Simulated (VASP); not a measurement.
Runs of VASP 6.6.1 on Si2Ni. The structure is cubic, space group Fm-3m (No. 225). Conventional cell: a = 5.755 Å, b = 5.755 Å, c = 5.755 Å, α = 90.00°, β = 90.00°, γ = 90.00°. Si (site symmetry -43m) has 4 Ni at 2.49 Å and 6 Si at 2.88 Å within 3.3 Å. Within 3.3 Å of Ni (site symmetry m-3m) lie 8 Si at 2.49 Å. 

```tsv
spin	fixed moment (μB)	pressure (GPa)	moment (μB)
collinear, ferromagnetic start	0.625	-15.3	0.62
collinear, ferromagnetic start	0.25	-16.1	0.25
collinear	0.125	(a)	0.12
collinear, ferromagnetic start	0.875	-14.3	0.87
```

Alike in all rows: task single point; level PBE; potentials or basis VASP PAW PBE potentials, release 64 (Si, Ni); cell as given; k mesh 14 × 14 × 14; cutoff (eV) 520; smearing gaussian 0.15 eV.

Estimate the missing entries.

(a) -16.2.

Caveats: the cell stands under tension; the total moment is fixed, so each spin has its own Fermi level and the state may be an excited one.
